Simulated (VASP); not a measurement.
# Ti (Fd-3m) in VASP: notebook

Ti is run at these levels: PBE; tasks: relaxation of cell and atoms.

All numbers are computed with VASP 6.6.1; they aren't measurements. Logs are shortened: lines on timing, memory, paths and dates and some standing lists are left out, and cuts for length are marked.

## 1. The cell of the first run

The structure is cubic, space group Fd-3m (No. 227). Conventional cell: a = 5.606 Å, b = 5.606 Å, c = 5.606 Å, α = 90.00°, β = 90.00°, γ = 90.00°. Within 3.2 Å of Ti (site symmetry -43m) lie 4 Ti at 2.43 Å.

This isn't the form of Ti at room conditions, which is hcp.

## 2. Relaxation of cell and atoms, PBE, target pressure -0.91 GPa, at which the enthalpy is minimised

INCAR reads:

```
SYSTEM = Ti
PREC = Accurate
ENCUT = 600
EDIFF = 1E-7
ISMEAR = -1
SIGMA = 0.05
LREAL = .FALSE.
LASPH = .TRUE.
NELM = 60
ALGO = Normal
ISIF = 3
LWAVE = .FALSE.
LCHARG = .FALSE.
GGA = PE
IBRION = 2
NSW = 60
EDIFFG = -0.005
PSTRESS = -9.1
```

KPOINTS reads:

```
Automatic mesh
0
G
  12 12 12
  0 0 0
```

POSCAR reads:

```
Ti
1.0
    0.0000000000      2.8027796123      2.8027796123
    2.8027796123      0.0000000000      2.8027796123
    2.8027796123      2.8027796123      0.0000000000
Ti
2
Direct
   -0.1250000000     -0.1250000000     -0.1250000000
    0.1250000000      0.1250000000      0.1250000000
```

Potentials or basis: VASP PAW PBE potentials, release 64 (Ti_sv).

Command:

```sh
$ cat potpaw_PBE.64/Ti_sv/POTCAR > POTCAR
$ mpirun -np 1 vasp_std > vasp.out
```

OUTCAR:

```text
SYSTEM = Ti
   PREC = Accurate
   ENCUT = 600
   EDIFF = 1E-7
   ISMEAR = -1
   LREAL = .FALSE.
   LASPH = .TRUE.
   NELM = 60
   ISIF = 3
   GGA = PE
   IBRION = 2
   NSW = 60
   EDIFFG = -0.005
   PSTRESS = -9.1

 ion  position               nearest neighbor table
   1  0.875  0.875  0.875-   2 2.43   2 2.43   2 2.43   2 2.43
   2  0.125  0.125  0.125-   1 2.43   1 2.43   1 2.43   1 2.43

  LATTYP: Found a face centered cubic cell.
 ALAT       =     5.6055592246

  Lattice vectors:

 A1 = (   0.0000000000,   2.8027796123,   2.8027796123)
 A2 = (   2.8027796123,   0.0000000000,   2.8027796123)
 A3 = (   2.8027796123,   2.8027796123,   0.0000000000)

Analysis of symmetry for initial positions (statically):
=====================================================================
 Subroutine PRICEL returns:
 Original cell was already a primitive cell.

 Routine SETGRP: Setting up the symmetry group for a
 face centered cubic supercell.

 Subroutine GETGRP returns: Found 48 space group operations
 (whereof 12 operations were pure point group operations)
 out of a pool of 48 trial point group operations.

The static configuration has the point symmetry D_3d.
 The point group associated with its full space group is O_h .

Analysis of symmetry for dynamics (positions and initial velocities):
=====================================================================
 Subroutine PRICEL returns:
 Original cell was already a primitive cell.

 Routine SETGRP: Setting up the symmetry group for a
 face centered cubic supercell.

 Subroutine GETGRP returns: Found 48 space group operations
 (whereof 12 operations were pure point group operations)
 out of a pool of 48 trial point group operations.

The dynamic configuration has the point symmetry D_3d.
 The point group associated with its full space group is O_h .

 Subroutine INISYM returns: Found 48 space group operations
 (whereof 12 operations are pure point group operations),
 and found     1 'primitive' translations

----------------------------------------------------------------------------------------

                                     Primitive cell

  volume of cell :      44.0349

  direct lattice vectors                    reciprocal lattice vectors
     0.000000000  2.802779612  2.802779612    -0.178394333  0.178394333  0.178394333
     2.802779612  0.000000000  2.802779612     0.178394333 -0.178394333  0.178394333
     2.802779612  2.802779612  0.000000000     0.178394333  0.178394333 -0.178394333

  length of vectors
     3.963728940  3.963728940  3.963728940     0.308988049  0.308988049  0.308988049

  position of ions in fractional coordinates (direct lattice)
     0.875000000  0.875000000  0.875000000
     0.125000000  0.125000000  0.125000000

  ion indices of the primitive-cell ions
   primitive index   ion index
                 1           1
                 2           2

[... 58 lines left out ...]
   ions per type =               2
   NGX,Y,Z   is equivalent  to a cutoff of  13.42, 13.42, 13.42 a.u.
   NGXF,Y,Z  is equivalent  to a cutoff of  26.84, 26.84, 26.84 a.u.
 SYSTEM =  Ti
   PREC   = accura    normal or accurate (medium, high low for compatibility)
   ISTART =      0    job   : 0-new  1-cont  2-samecut
   ICHARG =      2    charge: 1-file 2-atom 10-const
   ISPIN  =      1    spin polarized calculation?
   LNONCOLLINEAR =      F non collinear calculations
   LSORBIT =      F    spin-orbit coupling
   LASPH  =      T    aspherical Exc in radial PAW
   ENCUT  =  600.0 eV  44.10 Ry    6.64 a.u.   7.92  7.92  7.92*2*pi/ulx,y,z
   NELM   =     60;   NELMIN=  2; NELMDL= -5     # of ELM steps
   EDIFF  = 0.1E-06   stopping-criterion for ELM
   LREAL  =      F    real-space projection
   EDIFFG = -.5E-02   stopping-criterion for IOM
   NSW    =     60    number of steps for IOM
   IBRION =      2    ionic relax: 0-MD 1-quasi-New 2-CG
   NFREE  =      1    steps in history (QN), initial steepest desc. (CG)
   ISIF   =      3    stress and relaxation
   ISYM   =      2    0-nonsym 1-usesym 2-fastsym
   POTIM  = 0.5000    time-step for ionic-motion
   TEBEG  =    0.0;   TEEND  =   0.0 temperature during run
   PSTRESS=   -9.1 pullay stress
   NELECT =      24.0000    total number of electrons
   NUPDOWN=      -1.0000    fix difference up-down
   EMIN   =  10.00;   EMAX   =-10.00  energy-range for DOS
   EFERMI =   0.00;   METHOD = LEGACY
   ISMEAR =    -1;   SIGMA  =   0.05  broadening in eV -4-tet -1-fermi 0-gaus
   EFERMI_NEDOS =   21; number of points for ismear=-14 and -15
   IALGO  =     38    algorithm
   IMIX   =      4    mixing-type and parameters
     AMIX     =   0.40;   BMIX     =  1.00
     AMIX_MAG =   1.60;   BMIX_MAG =  1.00
  volume/ion in A,a.u.               =      22.02       148.58
  Fermi-wavevector in a.u.,A,eV,Ry     =   1.337251  2.527038 24.330489  1.788240
  Thomas-Fermi vector in A             =   2.465814
   LORBIT       =      0    0 simple, 1 ext, 2 COOP (PROOUT), +10 PAW based schemes
   GGA     = PE    functional components
   LHFCALC =     F    Hartree Fock is set to
   AEXX    =    0.0000 exact exchange contribution
   IVDW    =     0    specifies the selected vdW correction
   LEPSILON=     F    determine dielectric tensor
   LRPA    =     F    only Hartree local field effects (RPA)
 conjugate gradient relaxation of ions
 non-spin polarized calculation
  energy-cutoff  :      600.00
  volume of cell :       44.03
 maximum number of plane-waves:      1484
   NGX = 15   NGY = 15   NGZ = 15

--------------------------------------- Ionic step        1  -------------------------------------------

 number of electron      23.9999996 magnetization

 Free energy of the ion-electron system (eV)
  ---------------------------------------------------
  ext. energy  EPLUGINS =         0.00000000
  ---------------------------------------------------
  free energy    TOTEN  =       -10.98759172 eV

  energy without entropy =      -10.93120060  energy(sigma->0) =      -10.95939616

 E-fermi :   5.6767     XC(G=0): -10.1163

 val. band max:        5.6765394389   @ k =   0.1667   0.0833   0.0000
 cond. band min:       5.6791658604   @ k =  -0.3333   0.4167   0.1667
 fundamental gap:      0.0026264215
 Fermi energy:         5.6767255837

 k-point     1 :       0.0000    0.0000    0.0000
  band No.  band energies     occupation
      1     -51.0391      2.00000
      2     -50.4738      2.00000
      3     -27.4994      2.00000
      4     -27.4994      2.00000
      5     -27.4994      2.00000
      6     -26.6992      2.00000
[... 522 lines left out ...]
--------------------------------------- Ionic step        3  -------------------------------------------

 number of electron      24.0000007 magnetization

 Free energy of the ion-electron system (eV)
  ---------------------------------------------------
  ext. energy  EPLUGINS =         0.00000000
  ---------------------------------------------------
  free energy    TOTEN  =       -10.99253859 eV

  energy without entropy =      -10.93058055  energy(sigma->0) =      -10.96155957

 E-fermi :   5.1418     XC(G=0):  -9.8417

 val. band max:        5.1411304625   @ k =   0.2500   0.2500   0.0000
 cond. band min:       5.1440852771   @ k =   0.5000   0.5000   0.0000
 fundamental gap:      0.0029548146
 Fermi energy:         5.1418404508

 k-point     1 :       0.0000    0.0000    0.0000
  band No.  band energies     occupation
      1     -51.5950      2.00000
      2     -51.1392      2.00000
      3     -28.0362      2.00000
      4     -28.0362      2.00000
      5     -28.0362      2.00000
      6     -27.3550      2.00000
[... 480 lines left out ...]
  energy  without entropy=      -10.9305805461  energy(sigma->0) =      -10.96155957

  enthalpy is  TOTEN    =       -11.2594153564 eV   P V=       -0.2668767706

 reached required accuracy - stopping structural energy minimisation
```

OSZICAR:

```text
N       E                     dE             d eps       ncg     rms          rms(c)
DAV:   1     0.265809601727E+03    0.26581E+03   -0.14618E+04  2304   0.194E+03
DAV:   2     0.168709398590E+02   -0.24894E+03   -0.24750E+03  2376   0.509E+02
[... 33 lines left out ...]
DAV:   6    -0.109924765122E+02   -0.29069E-03   -0.67946E-04  3448   0.186E-01    0.226E-02
DAV:   7    -0.109925344073E+02   -0.57895E-04   -0.14224E-04  2960   0.711E-02    0.235E-03
DAV:   8    -0.109925390802E+02   -0.46728E-05   -0.32935E-05  3816   0.343E-02    0.228E-03
DAV:   9    -0.109925387476E+02    0.33258E-06   -0.84250E-07  2584   0.758E-03    0.369E-04
DAV:  10    -0.109925385406E+02    0.20696E-06   -0.14702E-07  2112   0.198E-03    0.127E-04
DAV:  11    -0.109925385859E+02   -0.45231E-07   -0.12370E-08  1192   0.109E-03
   3 F= -.11259415E+02 E0= -.11228436E+02  d E =-.217156E-01
```

Run time: 2.5 min. Hardware: 1 thread of Intel Xeon 8259CL, shared host; peak memory 0.22 GiB.

Results:

| Quantity | Value |
| --- | --- |
| Free energy | -10.9925 eV |
| Relaxed volume | 23.49 Å³/atom |
| Relaxed cell | a = 4.050 Å, b = 4.050 Å, c = 4.050 Å, α = 60.00°, β = 60.00°, γ = 60.00° |
| Space group after relaxing (to 0.1 Å) | Fd-3m (No. 227) |
| Energy change on relaxing (the run minimises the enthalpy) | -2.5 meV/atom |
| Ionic steps | 3 |
| Pressure after relaxing | -0.9 GPa |
| Band gap on the k mesh | zero (bands 12 and 13 overlap by 0.19 eV) |

The path:
| step | energy change (eV) | largest force (eV/Å) | pressure (GPa) | volume (Å³) |
| --- | --- | --- | --- | --- |
| 1 | 0.0000 | 0.0000 | 1.57 | 44.03 |
| 2 | -0.0079 | 0.0000 | -0.36 | 46.24 |
| 3 | -0.0049 | 0.0000 | -0.91 | 46.99 |

Final structure:
```xyz
2
Lattice="0.0000 2.8641 2.8641 2.8641 0.0000 2.8641 2.8641 2.8641 0.0000" Properties=species:S:1:pos:R:3 pbc="T T T"
Ti    5.0121    5.0121    5.0121
Ti    0.7160    0.7160    0.7160
```

Caveat: the cell is relaxed towards a set pressure, so the run minimises the enthalpy, not the energy.

## 3. Relaxation of cell and atoms, PBE, target pressure -0.91 GPa, at which the enthalpy is minimised

This run uses another cell than the first one, of 23.47 Å³/atom.

INCAR reads:

```
ALGO = Normal
EDIFF = 1E-6
EDIFFG = -0.005
ENCUT = 600
GGA = PE
IBRION = 2
ISIF = 3
ISMEAR = -1
LASPH = True
LCHARG = False
LREAL = False
LWAVE = False
NELM = 60
NSW = 32
PREC = Accurate
PSTRESS = -9.1
SIGMA = 0.05
```

KPOINTS reads:

```
k-points
0
Gamma
  12 12 12
```

POSCAR reads:

```
Ti
1.0
    0.0000000000      2.8630716942      2.8630716942
    2.8630716942      0.0000000000      2.8630716942
    2.8630716942      2.8630716942      0.0000000000
Ti
2
Direct
   -0.1250000000     -0.1250000000     -0.1250000000
    0.1250000000      0.1250000000      0.1250000000
```

Potentials or basis: VASP PAW PBE potentials, release 64 (Ti_sv).

Command:

```sh
$ cat potpaw_PBE.64/Ti_sv/POTCAR > POTCAR
$ mpirun -np 1 vasp_std > vasp.out
```

Run time: 44 s. Hardware: 1 thread of Intel Xeon 8259CL, shared host; peak memory 0.21 GiB.

The run converged. Its results:

```yaml
Free_energy: -10.9937 eV
Pressure_after_relaxing: -0.9 GPa
Band_gap_on_the_k_mesh: zero (bands 12 and 13 overlap by 0.19 eV)
```

Final structure:
```xyz
2
Lattice="0.0000 2.8631 2.8631 2.8631 0.0000 2.8631 2.8631 2.8631 0.0000" Properties=species:S:1:pos:R:3 pbc="T T T"
Ti    5.0104    5.0104    5.0104
Ti    0.7158    0.7158    0.7158
```

Levels at points of the mesh, in eV from the Fermi level:
```csv
k point,band 9,band 10,band 11,band 12,band 13,band 14,band 15,band 16
"(0.00, 0.00, 0.00)",-4.75,-0.57,-0.57,-0.14,-0.14,-0.14,1.65,1.65
"(0.50, 0.00, 0.00)",-1.85,-1.30,-0.55,-0.55,-0.10,-0.10,0.38,2.42
"(0.50, 0.50, 0.00)",-1.68,-1.68,0.00,0.00,0.10,0.10,1.51,1.51
```

Caveat: the relaxation stopped at its first step, so nothing moved; the cell is relaxed towards a set pressure, so the run minimises the enthalpy, not the energy.
